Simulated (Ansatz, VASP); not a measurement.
Two plane-wave programs on W

The input INCAR:

```
SYSTEM = W
PREC = Accurate ; ENCUT = 520
EDIFF = 1E-7 ; ISMEAR = -1
SIGMA = 0.03 ; LREAL = .False.
LASPH = .True. ; NELM = 150
ALGO = Normal ; ISIF = 2
LWAVE = .False. ; LCHARG = .False.
ISPIN = 2 ; MAGMOM = 1
LORBIT = 11 ; LMAXMIX = 4
GGA = PE ; NBANDS = 17
```

The input KPOINTS:

```
regular mesh
0
Gamma
  17 17 17
  0 0 0
```

The input POSCAR:

```
W
1.0
   -1.5823450000      1.5823450000      1.5823450000
    1.5823450000     -1.5823450000      1.5823450000
    1.5823450000      1.5823450000     -1.5823450000
W
1
Direct
    0.0000000000      0.0000000000      0.0000000000
```

Input for Ansatz:

```yaml
crystal:
  lattice:
    - [-1.582345, 1.582345, 1.582345]
    - [1.582345, -1.582345, 1.582345]
    - [1.582345, 1.582345, -1.582345]
  atoms:
    - { symbol: W, position: [0.0, 0.0, 0.0], spin: 1.0 }
magnetization:
  spin_polarized: true
kpoints:
  mp_grid: { grid: [17, 17, 17] }
scf:
  occupations: { method: fermi_dirac, width: 0.03 }
  lower_state_search: "off"
hamiltonian:
  xc: pbe
  pseudopotentials: { kind: paw }
output:
  forces: true
  stress: true
  eigenvalues: true
  populations: true
  dos: { projected: true, de: 0.1, e_range: [-8, 5] }
  write_density: true
  write_potential: true
  elf: true
  volumetric_format: npy
```

Alike in both runs: task single point; functional PBE; k mesh 17 × 17 × 17; occupations fermi-dirac, width 0.03 eV; collinear spin.

|  | VASP | Ansatz |
| --- | --- | --- |
| version | VASP 6.6.1 | Ansatz 0.2.0 |
| potentials or method | VASP PAW PBE potentials, release 64 (W_sv) | PAW with Ansatz's default frozen-core files, scalar-relativistic |
| plane-wave cutoff (eV) | 520 | 420 |
| valence electrons in the cell | 14 | 14 |

|  | VASP | Ansatz | Ansatz less VASP |
| --- | --- | --- | --- |
| pressure (GPa) | 6.3 | 5.7 | -0.59 |
| net moment per atom (μB) | 0.00 | 0.00 | 0.000 |

Ansatz's warnings: seeded moment not kept.

Neither program's run includes spin-orbit coupling.
